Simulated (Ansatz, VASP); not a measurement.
**Two plane-wave programs on Al**

```
CELL_PARAMETERS angstrom
2.69010 0.00000 0.00000
-1.34505 2.32969 0.00000
0.00000 0.00000 4.26720
ATOMIC_POSITIONS crystal
Al 0.66667 0.33333 0.75000
Al 0.33333 0.66667 0.25000
```

Alike in both runs: task single point; functional PBEsol; k mesh 18 × 18 × 10; occupations gaussian, width 0.15 eV; no spin polarisation.

|  | VASP | Ansatz |
| --- | --- | --- |
| version | VASP 6.6.1 | Ansatz 0.2.0 |
| potentials or method | VASP PAW PBE potentials, release 64 (Al), cutoff 520 eV | scalar-relativistic, plane waves, PAW |
| valence electrons in the cell | 6 | 6 |

```csv
,VASP,Ansatz,Ansatz less VASP
gap on the k mesh at the Fermi level (eV),none,none,-
pressure (GPa),24.4,24.2,-0.20
"traceless stress, the component that is largest in VASP (GPa)",3.73,3.71,-0.025
```

VASP's potentials were made for PBE, not for PBEsol, and Ansatz warns of the same on its side. A gap of «none» marks a metal or a gap that the smearing closes.
